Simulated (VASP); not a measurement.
SrTe, 2 atoms in the cell. It takes space group Fm-3m (No. 225, cubic). The conventional cell has a = 6.706 Å, b = 6.706 Å, c = 6.706 Å, α = 90.00°, β = 90.00°, γ = 90.00°. Sr (site symmetry m-3m) has 6 Te at 3.35 Å within 4.4 Å. Within 4.4 Å of Te (site symmetry m-3m) lie 6 Sr at 3.35 Å. 

| Item | Value |
| --- | --- |
| Program | VASP 6.6.1 |
| Task | single point |
| Functional | LDA |
| Potentials or basis | VASP PAW LDA potentials, release 64 (Sr_sv, Te) |
| Cutoff | 500 eV |
| k mesh | 4 × 4 × 4 |
| Occupations | gaussian, width 0.01 eV |
| Spin | no spin polarisation |
| Dipole correction | no |
| Further INCAR settings | ALGO = Normal; EDIFF = 1e-06; NBANDS = 15 |

Potentials or basis: VASP PAW LDA potentials, release 64 (Sr_sv, Te).

The run is started by

```sh
$ cat potpaw_LDA.64/Sr_sv/POTCAR potpaw_LDA.64/Te/POTCAR > POTCAR
$ mpirun -np 1 vasp_std > vasp.out
```

Hardware: 1 thread of Intel Xeon 8259CL (shared host).

Task: How long does it take, and how much memory?

Result: Run time: 6 s on 1 thread of Intel Xeon 8259CL, on a shared host, peak memory 0.17 GiB. Counts: scf iterations 12, k points 8.
